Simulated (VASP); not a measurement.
Write the native input for VASP 6.6.1 that does the following.

```
Task                   : single point
Functional             : PBE
Potentials or basis    : VASP PAW PBE potentials, release 64 (Ga_d, N)
Cutoff                 : 520 eV
k mesh                 : 6 × 6 × 4
Occupations            : gaussian, width 0.1 eV
Spin                   : collinear spin, ferromagnetic start
Starting moments       : [0.0, 0.0, 1.0, 1.0] μB
Dipole correction      : no
Further INCAR settings : ALGO = Normal; EDIFF = 1e-07; NBANDS = 30
```

The structure of GaN lies in POSCAR:

```
GaN
1.0
    3.0003737251      0.0000000000      0.0000000000
   -1.5001868626      2.5983998668      0.0000000000
    0.0000000000      0.0000000000      5.2663230578
Ga N
2 2
Direct
    0.3333333333      0.6666666667      0.7500000000
    0.6666666667      0.3333333333      0.2500000000
    0.0000000000      0.0000000000      0.0000000000
    0.0000000000      0.0000000000      0.5000000000
```

These files were run (other wordings do the same):

INCAR

```
PREC = Accurate
ENCUT = 520
EDIFF = 1E-7
ISMEAR = 0
SIGMA = 0.1
LREAL = F
LASPH = T
NELM = 150
ALGO = Normal
ISIF = 2
LWAVE = F
LCHARG = T
ISPIN = 2
MAGMOM = 0 0 1 1
LORBIT = 11
GGA = PE
LELF = T
LVHAR = T
NBANDS = 30
```

KPOINTS

```
Automatic mesh
0
Gamma
  6 6 4
```

Potentials or basis: VASP PAW PBE potentials, release 64 (Ga_d, N).

Run with:

```bash
$ cat potpaw_PBE.64/Ga_d/POTCAR potpaw_PBE.64/N/POTCAR > POTCAR
$ mpirun -np 1 vasp_std > vasp.out
```

Results of the run:

The pressure is 0.4 GPa and the band gap on the k mesh is zero (filled and empty bands overlap). The net moment is 0.00 μB per cell. The valence electrons inside the program's atomic spheres are Ga 11.54; N 3.66.

Caveat: the k points lie up to 0.40 Å⁻¹ apart.

Run time: 40 s on 1 thread of Intel(R) Xeon(R) Platinum 8488C (Sapphire Rapids) (shared host), peak memory 0.19 GiB.
